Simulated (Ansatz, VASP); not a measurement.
**Two plane-wave programs on BN**

File INCAR:

```
SYSTEM = BN
  ALGO = Normal
  EDIFF = 1E-6
  ENCUT = 600
  GGA = PS
  GGA_COMPAT = .False.
  ISIF = 2
  ISMEAR = 0
  LASPH = .True.
  LCHARG = .False.
  LREAL = .False.
  LWAVE = .False.
  NBANDS = 11
  NELM = 120
  PREC = Accurate
  SIGMA = 0.1
```

Contents of KPOINTS:

```
k-points
0
Gamma
  8 8 8
  0 0 0
```

The input POSCAR:

```
BN
1.0
    0.0000000000      1.8130010000      1.8130010000
    1.8130010000      0.0000000000      1.8130010000
    1.8130010000      1.8130010000      0.0000000000
B N
1 1
Direct
    0.0000000000      0.0000000000      0.0000000000
    0.7500000000      0.7500000000      0.7500000000
```

Input for Ansatz:

```yaml
crystal:
  lattice:
    - [0.0, 1.813001, 1.813001]
    - [1.813001, 0.0, 1.813001]
    - [1.813001, 1.813001, 0.0]
  atoms:
    - { symbol: B, position: [0.0, 0.0, 0.0] }
    - { symbol: "N", position: [0.75, 0.75, 0.75] }
basis:
  ecutwfc: 520.0
kpoints:
  mp_grid: { grid: [8, 8, 8] }
hamiltonian:
  xc: pbesol
  pseudopotentials: { kind: paw, azcp: { folder: soft_1 } }
scf:
  occupations: { method: gaussian, width: 0.1 }
output:
  forces: true
  stress: true
  eigenvalues: true
```

Alike in both runs: task single point; functional PBEsol; k mesh 8 × 8 × 8; occupations gaussian, width 0.1 eV; no spin polarisation.

|  | VASP | Ansatz |
| --- | --- | --- |
| version | VASP 6.6.1 | Ansatz 0.2.0 |
| potentials or method | VASP PAW PBE potentials, release 64 (B, N), cutoff 600 eV | scalar-relativistic, plane waves, PAW |
| valence electrons in the cell | 8 | 8 |

Ansatz gave:

```
gap on the k mesh at the Fermi level (eV) : 4.27
least direct gap on the mesh (eV)         : 8.72
pressure (GPa)                            : -6.4
```

**Question.** What did VASP give for the same quantities?

**Answer.** gap on the k mesh at the Fermi level (eV): 4.27; least direct gap on the mesh (eV): 8.72; pressure (GPa): -6.0.

VASP's potentials were made for PBE, not for PBEsol, and Ansatz warns of the same on its side.
